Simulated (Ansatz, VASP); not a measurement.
# Al12H: VASP beside Ansatz

Contents of INCAR:

```
SYSTEM = Al12H
  PREC = Accurate
  ENCUT = 520
  EDIFF = 1E-6
  ISMEAR = 0
  SIGMA = 0.1
  LREAL = .FALSE.
  LASPH = .TRUE.
  NELM = 80
  ALGO = Normal
  ISIF = 2
  LWAVE = .FALSE.
  LCHARG = .FALSE.
  LDIPOL = .TRUE.
  IDIPOL = 3
  DIPOL = 0.5 0.5 0.306
  GGA = PE
  IVDW = 12
  NBANDS = 30
```

Contents of KPOINTS:

```
Automatic mesh
0
G
  6 6 1
  0 0 0
```

The input POSCAR:

```
Al12H
1.0
    5.6314608543      0.0000000000      0.0000000000
   -2.8157304272      4.8769881603      0.0000000000
    0.0000000000      0.0000000000     21.6684292099
Al H
12 1
Direct
    0.3333333333      0.1666666667      0.1846003677
    0.3333333333      0.6666666667      0.1846003677
    0.8333333333      0.1666666667      0.1846003677
    0.8333333333      0.6666666667      0.1846003677
    0.1666666667      0.3333333333      0.2900502825
    0.1666666667      0.8333333333      0.2900502825
    0.6666666667      0.3333333333      0.2900502825
    0.6666666667      0.8333333333      0.2900502825
    0.0000000000      0.0000000000      0.3954337957
    0.0000000000      0.5000000000      0.3954337957
    0.5000000000      0.0000000000      0.3954337957
    0.5000000000      0.5000000000      0.3954337957
    0.0000000000      0.0000000000      0.4969639980
```

Input for Ansatz:

```yaml
crystal:
  lattice:
    - [5.6314608543, 0.0, 0.0]
    - [-2.8157304272, 4.8769881603, 0.0]
    - [0.0, 0.0, 21.6684292099]
  atoms:
    - { symbol: Al, position: [0.3333333333, 0.1666666667, 0.1846003677] }
    - { symbol: Al, position: [0.3333333333, 0.6666666667, 0.1846003677] }
    - { symbol: Al, position: [0.8333333333, 0.1666666667, 0.1846003677] }
    - { symbol: Al, position: [0.8333333333, 0.6666666667, 0.1846003677] }
    - { symbol: Al, position: [0.1666666667, 0.3333333333, 0.2900502825] }
    - { symbol: Al, position: [0.1666666667, 0.8333333333, 0.2900502825] }
    - { symbol: Al, position: [0.6666666667, 0.3333333333, 0.2900502825] }
    - { symbol: Al, position: [0.6666666667, 0.8333333333, 0.2900502825] }
    - { symbol: Al, position: [0.0, 0.0, 0.3954337957] }
    - { symbol: Al, position: [0.0, 0.5, 0.3954337957] }
    - { symbol: Al, position: [0.5, 0.0, 0.3954337957] }
    - { symbol: Al, position: [0.5, 0.5, 0.3954337957] }
    - { symbol: H, position: [0.0, 0.0, 0.496963998] }
basis:
  ecutwfc: 420
kpoints:
  mp_grid: { grid: [6, 6, 1] }
hamiltonian:
  xc: pbe
  pseudopotentials: { kind: paw, azcp: { folder: soft_1 } }
  dispersion: d3bj
scf:
  occupations: { method: gaussian, width: 0.1 }
output:
  forces: true
  eigenvalues: true
efield:
  axis: 3
  dipole_correction: true
  ramp_width: 0.04
```

Alike in both runs: task single point; functional PBE; dispersion D3(BJ); k mesh 6 × 6 × 1; occupations gaussian, width 0.1 eV; no spin polarisation.

```csv
,VASP,Ansatz
version,VASP 6.6.1,Ansatz 0.2.0
potentials or method,"VASP PAW PBE potentials, release 64 (Al, H), cutoff 520 eV","scalar-relativistic, plane waves, PAW"
valence electrons in the cell,37,37
```

|  | VASP | Ansatz | Ansatz less VASP |
| --- | --- | --- | --- |
| gap on the k mesh at the Fermi level (eV) | none | none | - |
| rms of the force components (eV/Å) | 0.463 | 0.463 | -0.0002 |

Atom by atom the forces differ by 0.000 eV/Å (rms over components). A gap of «none» marks a metal or a gap that the smearing closes.
